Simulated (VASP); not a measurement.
Wanted: the native input for a VASP 6.6.1 run.

```
Task                   : single point
Functional             : PBEsol
Potentials or basis    : VASP PAW PBE potentials, release 64 (Ge_d)
Cutoff                 : 500 eV
k mesh                 : 12 × 8 × 10
Occupations            : gaussian, width 0.1 eV
Spin                   : no spin polarisation
Dipole correction      : no
Further INCAR settings : ALGO = Normal; EDIFF = 1e-06; NBANDS = 36
```

The structure of Ge lies in POSCAR:

```
Ge
1.0
    3.7877169695      0.0000000000      0.0000000000
    0.0000000000      5.3566407316      0.0000000000
    0.0000000000      0.0000000000      4.1767811492
Ge
4
Direct
    0.0000000000     -0.0092935473      0.0000000000
    0.5000000000      0.2592935473      0.0000000000
    0.5000000000      0.4907064527      0.5000000000
    0.0000000000      0.7592935473      0.5000000000
```

These files were run (other wordings do the same):

INCAR

```
SYSTEM = Ge
  ALGO = Normal
  EDIFF = 1E-6
  ENCUT = 500
  GGA = PS
  GGA_COMPAT = .FALSE.
  ISIF = 2
  ISMEAR = 0
  LASPH = .TRUE.
  LCHARG = .FALSE.
  LREAL = .FALSE.
  LWAVE = .FALSE.
  NBANDS = 36
  NELM = 120
  PREC = Accurate
  SIGMA = 0.1
```

KPOINTS

```
k-points
0
G
  12 8 10
  0 0 0
```

Potentials or basis: VASP PAW PBE potentials, release 64 (Ge_d).

Launch:

```bash
$ cat potpaw_PBE.64/Ge_d/POTCAR > POTCAR
$ mpirun -np 1 vasp_std > vasp.out
```

It gave:

The pressure is 5.7 GPa, the largest force is 0.006 eV/Å and the band gap on the k mesh is zero (bands 28 and 29 overlap by 0.51 eV).

Caveat: the stress differs along the axes, from -0 to 10 GPa; semilocal functionals underestimate gaps, and a narrow one can read as zero; the PAW data sets were made with another functional, which shifts forces and pressure a little.

It took 6.7 min on 1 thread of Oxide Virtual Turin-like Processor, on a shared host, peak memory 0.46 GiB.
